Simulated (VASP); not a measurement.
# NbAsO5 (P4/mmm) in VASP: single point with r2SCAN+rVV10

Aim: the single point of NbAsO5 with r2SCAN+rVV10.

Program: VASP 6.6.1. These are calculated values, not measurements. Logs are shortened: lines on timing, memory, paths and dates and some standing lists are left out, and cuts for length are marked.

**1. The cell of the first run**

The structure is tetragonal, space group P4/mmm (No. 123). Conventional cell: a = 3.650 Å, b = 3.650 Å, c = 5.005 Å, α = 90.00°, β = 90.00°, γ = 90.00°. Within 2.8 Å of Nb (site symmetry 4/mmm) lie 10 O at 2.11 to 2.50 Å. Within 3.1 Å of As (site symmetry 4/mmm) lie 12 O at 2.32 to 2.58 Å. O (site symmetry 4/mmm) has 8 O at 2.32 Å and 2 Nb at 2.50 Å and 4 As at 2.58 Å within 3.1 Å. Within 2.9 Å of O (site symmetry 2mm) lie 2 Nb at 2.11 Å and 8 O at 2.14 to 2.87 Å and 2 As at 2.32 Å.

**2. Single point, r2SCAN+rVV10**

File POSCAR:

```
NbAsO5
1.0
    3.6497945437      0.0000000000      0.0000000000
    0.0000000000      3.6497945437      0.0000000000
    0.0000000000      0.0000000000      5.0051723256
Nb As O
1 1 5
Direct
    0.0000000000      0.0000000000      0.5000000000
    0.5000000000      0.5000000000      0.0000000000
    0.0000000000      0.0000000000      0.0000000000
    0.5000000000      0.0000000000      0.7134223387
    0.0000000000      0.5000000000      0.7134223387
    0.5000000000      0.0000000000      0.2865776613
    0.0000000000      0.5000000000      0.2865776613
```

File INCAR.step1:

```
SYSTEM = NbAsO5
ALGO = Normal
EDIFF = 1E-4
ENCUT = 520
GGA = PE
ISMEAR = -1
LASPH = .TRUE.
LCHARG = .FALSE.
LREAL = .FALSE.
LWAVE = .TRUE.
NBANDS = 33
NELM = 80
PREC = Accurate
SIGMA = 0.03
```

File INCAR.step2:

```
SYSTEM = NbAsO5
ALGO = Normal
BPARAM = 11.95
CPARAM = 0.0093
EDIFF = 1E-6
ENCUT = 520
ISIF = 2
ISMEAR = -1
ISTART = 1
IVDW_NL = 2
LASPH = .TRUE.
LCHARG = .FALSE.
LMIXTAU = .TRUE.
LREAL = .FALSE.
LUSE_VDW = .TRUE.
LWAVE = .FALSE.
METAGGA = R2SCAN
NBANDS = 33
NELM = 80
PREC = Accurate
SIGMA = 0.03
```

File KPOINTS:

```
k-points
0
G
  8 8 6
  0 0 0
```

Potentials or basis: VASP PAW PBE potentials, release 64 (Nb_sv, As, O).

Started as:

```console
> cat potpaw_PBE.64/Nb_sv/POTCAR potpaw_PBE.64/As/POTCAR potpaw_PBE.64/O/POTCAR > POTCAR
> cp INCAR.step1 INCAR
> mpirun -np 1 vasp_std > vasp.out
> cp INCAR.step2 INCAR
> mpirun -np 1 vasp_std > vasp.out
```

OUTCAR:

```text
SYSTEM = NbAsO5
   BPARAM = 11.95
   EDIFF = 1E-6
   ENCUT = 520
   ISIF = 2
   ISMEAR = -1
   ISTART = 1
   IVDW_NL = 2
   LASPH = .TRUE.
   LREAL = .FALSE.
   METAGGA = R2SCAN
   NELM = 80
   PREC = Accurate

 ion  position               nearest neighbor table
   1  0.000  0.000  0.500-   4 2.11   5 2.11   6 2.11   7 2.11   5 2.11   7 2.11   4 2.11   6 2.11
                             3 2.50   3 2.50
   2  0.500  0.500  0.000-   4 2.32   5 2.32   6 2.32   7 2.32   4 2.32   6 2.32   5 2.32   7 2.32

   3  0.000  0.000  0.000-   1 2.50   1 2.50
   4  0.500  0.000  0.713-   1 2.11   1 2.11   2 2.32   2 2.32
   5  0.000  0.500  0.713-   1 2.11   1 2.11   2 2.32   2 2.32
   6  0.500  0.000  0.287-   1 2.11   1 2.11   2 2.32   2 2.32
   7  0.000  0.500  0.287-   1 2.11   1 2.11   2 2.32   2 2.32

  LATTYP: Found a simple tetragonal cell.
 ALAT       =     3.6497945437
 C/A-ratio  =     1.3713572821

  Lattice vectors:

 A1 = (   3.6497945437,   0.0000000000,   0.0000000000)
 A2 = (   0.0000000000,   3.6497945437,   0.0000000000)
 A3 = (   0.0000000000,   0.0000000000,   5.0051723256)

Analysis of symmetry for initial positions (statically):
=====================================================================
 Subroutine PRICEL returns:
 Original cell was already a primitive cell.

 Routine SETGRP: Setting up the symmetry group for a
 simple tetragonal supercell.

 Subroutine GETGRP returns: Found 16 space group operations
 (whereof 16 operations were pure point group operations)
 out of a pool of 16 trial point group operations.

The static configuration has the point symmetry D_4h.

Analysis of symmetry for dynamics (positions and initial velocities):
=====================================================================
 Subroutine PRICEL returns:
 Original cell was already a primitive cell.

 Routine SETGRP: Setting up the symmetry group for a
 simple tetragonal supercell.

 Subroutine GETGRP returns: Found 16 space group operations
 (whereof 16 operations were pure point group operations)
 out of a pool of 16 trial point group operations.

The dynamic configuration has the point symmetry D_4h.

 Subroutine INISYM returns: Found 16 space group operations
 (whereof 16 operations are pure point group operations),
 and found     1 'primitive' translations

----------------------------------------------------------------------------------------

                                     Primitive cell

  volume of cell :      66.6739

  direct lattice vectors                    reciprocal lattice vectors
     3.649794544  0.000000000  0.000000000     0.273988025  0.000000000  0.000000000
     0.000000000  3.649794544  0.000000000     0.000000000  0.273988025  0.000000000
     0.000000000  0.000000000  5.005172326     0.000000000  0.000000000  0.199793321

  length of vectors
     3.649794544  3.649794544  5.005172326     0.273988025  0.273988025  0.199793321

  position of ions in fractional coordinates (direct lattice)
     0.000000000  0.000000000  0.500000000
     0.500000000  0.500000000  0.000000000
     0.000000000  0.000000000  0.000000000
     0.500000000  0.000000000  0.713422339
     0.000000000  0.500000000  0.713422339
     0.500000000  0.000000000  0.286577661
     0.000000000  0.500000000  0.286577661

  ion indices of the primitive-cell ions
   primitive index   ion index
                 1           1
                 2           2
                 3           3
                 4           4
                 5           5
                 6           6
                 7           7

----------------------------------------------------------------------------------------

 KPOINTS: k-points

Automatic generation of k-mesh.
 Grid dimensions read from file:
 generate k-points for:    8    8    6

 Generating k-lattice:

  Cartesian coordinates                     Fractional coordinates (reciprocal lattice)
     0.034248503  0.000000000  0.000000000     0.125000000  0.000000000  0.000000000
     0.000000000  0.034248503  0.000000000     0.000000000  0.125000000  0.000000000
     0.000000000  0.000000000  0.033298887     0.000000000  0.000000000  0.166666667

  Length of vectors
     0.034248503  0.034248503  0.033298887

  Shift w.r.t. Gamma in fractional coordinates (k-lattice)
     0.000000000  0.000000000  0.000000000

 Subroutine IBZKPT returns following result:
 ===========================================

 Found     60 irreducible k-points:

 Following reciprocal coordinates:
            Coordinates               Weight
  0.000000  0.000000  0.000000      1.000000
  0.125000  0.000000  0.000000      4.000000
  0.250000  0.000000  0.000000      4.000000
  0.375000  0.000000  0.000000      4.000000
  0.500000  0.000000  0.000000      2.000000
  0.125000  0.125000  0.000000      4.000000
[... 16 lines left out ...]
  0.375000  0.125000  0.166667     16.000000
  0.500000  0.125000  0.166667      8.000000
 [... further k-points ...]
   k-points           NKPTS =     60   k-points in BZ     NKDIM =     60   number of bands    NBANDS=     33
   number of dos      NEDOS =    301   number of ions     NIONS =      7
   total plane-waves  NPLWV =  31360
   dimension x,y,z NGX =    28 NGY =   28 NGZ =   40
   dimension x,y,z NGXF=    56 NGYF=   56 NGZF=   80
   ions per type =               1   1   5
   NGX,Y,Z   is equivalent  to a cutoff of  12.75, 12.75, 13.29 a.u.
   NGXF,Y,Z  is equivalent  to a cutoff of  25.51, 25.51, 26.57 a.u.
 SYSTEM =  NbAsO5
   PREC   = accura    normal or accurate (medium, high low for compatibility)
   ISTART =      1    job   : 0-new  1-cont  2-samecut
   ICHARG =      0    charge: 1-file 2-atom 10-const
   ISPIN  =      1    spin polarized calculation?
   LNONCOLLINEAR =      F non collinear calculations
   LSORBIT =      F    spin-orbit coupling
   LASPH  =      T    aspherical Exc in radial PAW
   ENCUT  =  520.0 eV  38.22 Ry    6.18 a.u.   6.79  6.79  9.31*2*pi/ulx,y,z
   NELM   =     80;   NELMIN=  2; NELMDL=  0     # of ELM steps
   EDIFF  = 0.1E-05   stopping-criterion for ELM
   LREAL  =      F    real-space projection
   EDIFFG = 0.1E-04   stopping-criterion for IOM
   NSW    =      0    number of steps for IOM
   IBRION =     -1    ionic relax: 0-MD 1-quasi-New 2-CG
   NFREE  =      0    steps in history (QN), initial steepest desc. (CG)
   ISIF   =      2    stress and relaxation
   ISYM   =      2    0-nonsym 1-usesym 2-fastsym
   POTIM  = 0.5000    time-step for ionic-motion
   TEBEG  =    0.0;   TEEND  =   0.0 temperature during run
   PSTRESS=    0.0 pullay stress
   NELECT =      48.0000    total number of electrons
   NUPDOWN=      -1.0000    fix difference up-down
   EMIN   =  10.00;   EMAX   =-10.00  energy-range for DOS
   EFERMI =   0.00;   METHOD = LEGACY
   ISMEAR =    -1;   SIGMA  =   0.03  broadening in eV -4-tet -1-fermi 0-gaus
   EFERMI_NEDOS =   21; number of points for ismear=-14 and -15
   IALGO  =     38    algorithm
   IMIX   =      4    mixing-type and parameters
     AMIX     =   0.40;   BMIX     =  1.00
     AMIX_MAG =   1.60;   BMIX_MAG =  1.00
  volume/ion in A,a.u.               =       9.52        64.28
  Fermi-wavevector in a.u.,A,eV,Ry     =   1.467247  2.772695 29.290817  2.152814
  Thomas-Fermi vector in A             =   2.582888
   LORBIT       =      0    0 simple, 1 ext, 2 COOP (PROOUT), +10 PAW based schemes
   METAGGA = R2SCAN    functional components
   LHFCALC =     F    Hartree Fock is set to
   AEXX    =    0.0000 exact exchange contribution
   IVDW_NL    =     2    kernel type
   BPARAM     =11.9500
   IVDW    =     0    specifies the selected vdW correction
   LEPSILON=     F    determine dielectric tensor
   LRPA    =     F    only Hartree local field effects (RPA)
 non-spin polarized calculation
  energy-cutoff  :      520.00
  volume of cell :       66.67
 maximum number of plane-waves:      1820
 NGX is ok and might be reduce to    28
   NGX = 13   NGY = 13   NGZ = 19

 number of electron      48.0000007 magnetization

 Free energy of the ion-electron system (eV)
  ---------------------------------------------------
  ext. energy  EPLUGINS =         0.00000000
  ---------------------------------------------------
  free energy    TOTEN  =       -75.14428097 eV

  energy without entropy =      -75.13033004  energy(sigma->0) =      -75.13730550

 E-fermi :   6.6025     XC(G=0): -13.0192

 val. band max:        6.5974195872   @ k =   0.2500   0.2500   0.1667
 cond. band min:       6.6125398652   @ k =   0.2500   0.1250   0.1667
 fundamental gap:      0.0151202779
 Fermi energy:         6.6025030118

 k-point     1 :       0.0000    0.0000    0.0000
  band No.  band energies     occupation
      1     -50.9513      2.00000
      2     -26.2398      2.00000
      3     -26.1827      2.00000
      4     -26.1827      2.00000
      5     -14.6459      2.00000
      6     -12.5267      2.00000
[... 25 lines left out ...]
     32      13.7426      0.00000
     33      13.7426      0.00000

 k-point     2 :       0.1250    0.0000    0.0000
  band No.  band energies     occupation
      1     -50.9501      2.00000
      2     -26.2330      2.00000
      3     -26.2216      2.00000
      4     -26.1814      2.00000
      5     -14.5239      2.00000
      6     -12.5149      2.00000
[... 25 lines left out ...]
     32      13.4342      0.00000
     33      13.7372      0.00000
[... 754 lines left out ...]
     32      13.3901      0.00000
     33      13.6329      0.00000

 k-point    24 :       0.5000    0.1250    0.1667
  band No.  band energies     occupation
      1     -50.9417      2.00000
      2     -26.4381      2.00000
      3     -26.2120      2.00000
      4     -26.1886      2.00000
      5     -13.3661      2.00000
      6     -12.5568      2.00000
[... 25 lines left out ...]
     32      13.3718      0.00000
     33      13.7663      0.00000

 [... further k-points ...]

------------------------ aborting loop because EDIFF is reached ----------------------------------------

  FORCE on cell =-STRESS in cart. coord.  units (eV):
  Direction    XX          YY          ZZ          XY          YZ          ZX
  --------------------------------------------------------------------------------------
  -------------------------------------------------------------------------------------
  Total       -0.0715338     -0.0715338      0.0025909      0.0000000     -0.0000000      0.0000000
  in kB       -1.7189621     -1.7189621      0.0622585      0.0000000     -0.0000000      0.0000000
  external PRESSURE =      -1.1252219 kB  Pullay stress =       0.0000000 kB

 VOLUME and BASIS-vectors are now :
 -----------------------------------------------------------------------------
  energy-cutoff  :      520.00
  volume of cell :       66.67
      direct lattice vectors                 reciprocal lattice vectors
     3.649794544  0.000000000  0.000000000     0.273988025  0.000000000  0.000000000
     0.000000000  3.649794544  0.000000000     0.000000000  0.273988025  0.000000000
     0.000000000  0.000000000  5.005172326     0.000000000  0.000000000  0.199793321

 POSITION                                       TOTAL-FORCE (eV/Angst)
 -----------------------------------------------------------------------------------
      0.00000      0.00000      2.50259         0.000000     -0.000000      0.000000
      1.82490      1.82490      0.00000         0.000000     -0.000000      0.000000
      0.00000      0.00000      0.00000         0.000000     -0.000000      0.000000
      1.82490      0.00000      3.57080        -0.000000     -0.000000      0.024432
      0.00000      1.82490      3.57080         0.000000      0.000000      0.024432
      1.82490      0.00000      1.43437         0.000000     -0.000000     -0.024432
      0.00000      1.82490      1.43437         0.000000      0.000000     -0.024432
 -----------------------------------------------------------------------------------
    total drift:                               -0.000000      0.000000      0.000000

  FREE ENERGIE OF THE ION-ELECTRON SYSTEM (eV)
  ---------------------------------------------------
  free  energy   TOTEN  =       -75.1442809669 eV

  energy  without entropy=      -75.1303300417  energy(sigma->0) =      -75.13730550
```

It took 4.2 min on 1 thread of Intel Xeon 6975P-C (Granite Rapids), shared host; peak memory 0.38 GiB.

Results:

- Free energy: -75.1443 eV
- Pressure: -0.1 GPa
- Largest force: 0.024 eV/Å
- Band gap on the k mesh: zero (bands 24 and 25 overlap by 0.86 eV)

Forces in eV/Å, atoms in the order of the input:
```
Nb   0.000  0.000  0.000
As   0.000  0.000  0.000
O    0.000  0.000  0.000
O    0.000  0.000  0.024
O    0.000  0.000  0.024
O    0.000  0.000 -0.024
O    0.000  0.000 -0.024
```

Caveat: the PAW data sets were made with another functional, which shifts forces and pressure a little.
